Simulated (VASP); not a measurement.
# BAs: single point with PBEsol

BAs:

```
As B
1.0
     0.00000    2.33481    2.33481
     2.33481    0.00000    2.33481
     2.33481    2.33481    0.00000
As B
1 1
Direct
  0.75000 0.75000 0.75000
  0.00000 0.00000 0.00000
```

```yaml
Program: VASP 6.6.1
Task: single point
Functional: PBEsol
Potentials_or_basis: VASP PAW PBE potentials, release 64 (As, B)
Cutoff: 520 eV
k_mesh: 10 × 10 × 10
Occupations: fermi-dirac, width 0.05 eV
Spin: no spin polarisation
```

```
Pressure               : 11.1 GPa
Band gap on the k mesh : 1.01 eV (least direct gap 3.33 eV)
```

Levels at points of the mesh, in eV from the valence-band top:
```csv
k point,band 1,band 2,band 3,band 4,band 5,band 6,band 7,band 8,band 9
"(0.00, 0.00, 0.00)",-16.08,0.00,0.00,0.00,3.33,3.33,3.33,5.56,9.70
"(0.50, 0.00, 0.00)",-12.94,-9.35,-1.95,-1.95,3.07,4.80,4.80,8.82,13.08
"(0.50, 0.50, 0.00)",-11.52,-8.93,-4.40,-4.40,1.25,1.25,12.01,12.01,13.41
```

Run time: 24 s on 1 thread of Intel(R) Xeon(R) Platinum 8259CL CPU @ 2.50GHz (Skylake/Cascade Lake), on a shared host, peak memory 0.16 GiB.

Caveat: the cell stands under pressure; the PAW data sets were made with another functional, which shifts forces and pressure a little. A k mesh can miss the band edges.
